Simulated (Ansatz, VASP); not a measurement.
**One calculation of ZrC, two programs**

```
CELL_PARAMETERS angstrom
0.00000 2.53823 2.35021
2.53823 0.00000 2.35021
2.53823 2.53823 0.00000
ATOMIC_POSITIONS crystal
Zr 0.50000 0.50000 0.50000
C 0.00000 0.00000 0.00000
```

Change from the starting cell: strain +0.080 along x and y, +0.000 along z, atoms carried along.

Alike in both runs: task single point; functional PBE; k mesh 18 × 18 × 18; occupations gaussian, width 0.15 eV; no spin polarisation.

|  | VASP | Ansatz |
| --- | --- | --- |
| version | VASP 6.6.1 | Ansatz 0.2.0 |
| potentials or method | VASP PAW PBE potentials, release 64 (Zr_sv, C), cutoff 520 eV | scalar-relativistic, plane waves, PAW |
| valence electrons in the cell | 16 | 16 |

|  | VASP | Ansatz | Ansatz less VASP |
| --- | --- | --- | --- |
| gap on the k mesh at the Fermi level (eV) | none | none | - |
| pressure (GPa) | -22.3 | -22.5 | -0.15 |
| traceless stress, the component that is largest in VASP (GPa) | 9.91 | 9.80 | -0.103 |

A gap of «none» marks a metal or a gap that the smearing closes. With one functional, cell and mesh, what is left measures potentials, basis and numerics.
